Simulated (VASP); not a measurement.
Wanted: the native input for a VASP 6.6.1 run.

| Quantity | Value |
| --- | --- |
| Task | single point |
| Functional | SVWN5 |
| Potentials or basis | VASP PAW PBE potentials, release 64 (Si, C_h) |
| Cutoff | 1300 eV |
| k mesh | 10 × 10 × 3 |
| Occupations | fermi-dirac, width 0.05 eV |
| Spin | no spin polarisation |
| Dipole correction | no |
| Further INCAR settings | ALGO = Normal; EDIFF = 1e-06; NBANDS = 26 |

The structure of SiC lies in POSCAR:

```
SiC
1.0
    3.1161684510      0.0000000000      0.0000000000
   -1.5580842255      2.6986810411      0.0000000000
    0.0000000000      0.0000000000     10.2031701838
Si C
4 4
Direct
    0.0000000000      0.0000000000      0.1878943800
    0.0000000000      0.0000000000      0.6878943800
    0.3333333333      0.6666666667      0.4378419800
    0.6666666667      0.3333333333      0.9378419800
    0.0000000000      0.0000000000      0.0004600500
    0.0000000000      0.0000000000      0.5004600500
    0.3333333333      0.6666666667      0.2498025900
    0.6666666667      0.3333333333      0.7498025900
```

The input as run:

INCAR

```
PREC     = Accurate       # precision mode
ENCUT    = 1300           # plane-wave cutoff, eV
EDIFF    = 1E-6           # SCF threshold, eV
ISMEAR   = -1             # smearing method
SIGMA    = 0.05           # smearing width, eV
LREAL    = F              # projectors in reciprocal space
LASPH    = T              # aspherical terms in the spheres
NELM     = 120            # most SCF steps
ALGO     = Normal         # electronic algorithm
ISIF     = 2              # what is computed and relaxed
LWAVE    = F              # write WAVECAR
LCHARG   = F              # write CHGCAR
GGA      = VW             # functional
NBANDS   = 26             # bands
GGA_COMPAT= F
```

KPOINTS

```
regular mesh
0
Gamma
  10 10 3
```

Potentials or basis: VASP PAW PBE potentials, release 64 (Si, C_h).

Command:

```sh
$ cat potpaw_PBE.64/Si/POTCAR potpaw_PBE.64/C_h/POTCAR > POTCAR
$ mpirun -np 1 vasp_std > vasp.out
```

It gave:

* Pressure: -10.7 GPa
* Largest force: 0.016 eV/Å
* Band gap on the k mesh: 2.17 eV (least direct gap 3.29 eV)

Caveat: the cell stands under tension; the PAW data sets were made with another functional, which shifts forces and pressure a little.

Run time: 6.5 min on 1 thread of AMD EPYC 7571, with other jobs on the host, peak memory 0.42 GiB.
